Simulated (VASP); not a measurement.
Runs of VASP 6.6.1 on Ag. The structure is that of space group Fm-3m (No. 225), or close to it. The cells are those of the table. 

```tsv
task	cell	k mesh	cutoff (eV)	gap on the mesh (eV)	pressure (GPa)
single point	a = 2.897 Å, angles 60.0°, 1 atom	21 × 21 × 21	520	none	7.7
single point	a = 2.938 Å, angles 60.0°, 1 atom	21 × 21 × 21	520	none	3.3
single point	a = 3.018 Å, angles 60.0°, 1 atom	21 × 21 × 21	520	none	(b)
single point	a = 2.854 Å, angles 60.0°, 1 atom	21 × 21 × 21	520	none	(a)
single point	a = 3.093 Å, angles 60.0°, 1 atom	21 × 21 × 21	520	none	-5.9
single point	a = 3.056 Å, angles 60.0°, 1 atom	21 × 21 × 21	520	none	-4.5
single point	a = 2.979 Å, angles 60.0°, 1 atom	21 × 21 × 21	520	none	0.0
relaxation of cell and atoms	relaxed from a = 2.889 Å, angles 60.0°, 1 atom	13 × 13 × 13	600	none	0.0
single point	a = 2.979 Å, angles 60.0°, 1 atom	13 × 13 × 13	520	none	-0.1
```

Alike in all rows: level RPBE; potentials or basis VASP PAW PBE potentials, release 64 (Ag); no spin polarisation; smearing fermi-dirac 0.1 eV.

**Question.** Estimate the missing entries.

**Answer.** (a) 13.5; (b) -2.6.

Caveats: the PAW data sets were made with another functional, which shifts forces and pressure a little.

A k mesh can miss the band edges, and the runs leave out spin-orbit coupling on Ag.

A gap of «none» marks levels without a gap at the run's occupations.
